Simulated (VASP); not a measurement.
Here is a VASP 6.6.1 calculation.

Contents of INCAR:

```
  ALGO = Fast
  EDIFF = 1E-8
  ENCUT = 520
  GGA = PS
  ISIF = 2
  ISMEAR = -1
  LASPH = True
  LCHARG = False
  LEFG = True
  LREAL = False
  LWAVE = False
  NBANDS = 50
  NELM = 80
  PREC = Accurate
  SIGMA = 0.15
```

Contents of KPOINTS:

```
k-points
0
Gamma
  12 12 8
```

Contents of POSCAR:

```
Ta2N
1.0
    5.2641314556      0.0000000000      0.0000000000
   -2.6320657278      4.5588715694      0.0000000000
    0.0000000000      0.0000000000      4.9145826380
Ta N
6 3
Direct
    0.6670348858      0.6670348858      0.7526441534
    0.0000000000      0.3329651142      0.7526441534
    0.3329651142      0.0000000000      0.7526441534
    0.3329651142      0.3329651142      0.2473558466
    0.0000000000      0.6670348858      0.2473558466
    0.6670348858      0.0000000000      0.2473558466
    0.6666666667      0.3333333333      0.5000000000
    0.3333333333      0.6666666667      0.5000000000
    0.0000000000      0.0000000000      0.0000000000
```

Potentials or basis: VASP PAW PBE potentials, release 64 (Ta_pv, N).

Launch:

```console
$ cat potpaw_PBE.64/Ta_pv/POTCAR potpaw_PBE.64/N/POTCAR > POTCAR
$ mpirun -np 1 vasp_std > vasp.out
```

Q: What does it give for the largest force?

A: 0.017 eV/Å.

Q: Estimate the pressure.

A: 0.6 GPa.

Q: What does it give for the band gap on the k mesh?

A: Zero (an odd number of electrons rules out a gap without spin polarisation).

Electric field gradients, principal values (V/Å²):
```
atom   least  middle  greatest (by size)
1 Ta  25.101  96.992            -122.092
2 Ta  25.101  96.991            -122.093
3 Ta  25.101  96.991            -122.093
4 Ta  25.101  96.992            -122.092
5 Ta  25.101  96.991            -122.093
6 Ta  25.101  96.991            -122.093
 7 N   0.955   0.956              -1.912
 8 N   0.955   0.956              -1.912
 9 N  -0.896  -0.899               1.795
```

Caveat: without QUAD_EFG the Cq values of the log hold for a quadrupole moment of 1 mb, not for the nuclei; the PAW data sets were made with another functional, which shifts forces and pressure a little; spin-orbit coupling is left out, which moves the levels of the heavy elements.
